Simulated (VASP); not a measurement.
GaN:

```
Ga N
1.0
     0.00000    2.24895    2.35735
     2.24895    0.00000    2.35735
     2.24895    2.24895    0.00000
Ga N
1 1
Direct
  0.00000 0.00000 0.00000
  0.25000 0.25000 0.25000
```

This cell differs from its parent crystal: uniaxial z strain +4.8%.

Program: VASP 6.6.1. Alike in all runs: task single point; potentials or basis VASP PAW PBE potentials, release 64 (Ga_d, N); no spin polarisation; cell as given; cutoff (eV) 520.

Order these runs on this cell by their band gap on the k mesh, lowest first.
A. level r2SCAN; k mesh 10 × 10 × 10; smearing gaussian 0.01 eV
B. level PBE; k mesh 10 × 10 × 10; smearing fermi-dirac 0.02 eV
C. level HSE06; k mesh 6 × 6 × 6; smearing gaussian 0.01 eV; grid for exact exchange (PRECFOCK) Normal; share of exact exchange 0.25; screening parameter 0.2079 1/Å

B (1.37 eV), A (1.76 eV), C (2.58 eV).

Caveats: the cell stands under tension (at least some runs).
